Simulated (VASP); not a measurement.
Crystal: ZnS.

```
CELL_PARAMETERS angstrom
0.00000 2.75499 2.75499
2.75499 0.00000 2.75499
2.75499 2.75499 0.00000
ATOMIC_POSITIONS crystal
Zn 0.75000 0.75000 0.75000
S 0.00000 0.00000 0.00000
```

Base run:

- Program: VASP 6.6.1
- Functional: r2SCAN50
- Potentials or basis: VASP PAW PBE potentials, release 64 (Zn, S)
- Cutoff: 520 eV
- k mesh: 5 × 5 × 5
- Occupations: fermi-dirac, width 0.05 eV
- Spin: no spin polarisation

Its results: band gap on the k mesh 5.78 eV, direct; pressure -4.8 GPa.

After a change of settings the same cell gave: band gap on the k mesh 3.05 eV, direct; pressure -3.1 GPa. Which change was it?
A. functional from r2SCAN50 to HSE06
B. functional from r2SCAN50 to BLYP; k mesh from 5 × 5 × 5 to 9 × 9 × 9
C. functional from r2SCAN50 to revPBE; k mesh from 5 × 5 × 5 to 9 × 9 × 9
D. functional from r2SCAN50 to PBEsol; k mesh from 5 × 5 × 5 to 9 × 9 × 9

A.

Caveats: the PAW data sets were made with another functional, which shifts forces and pressure a little.
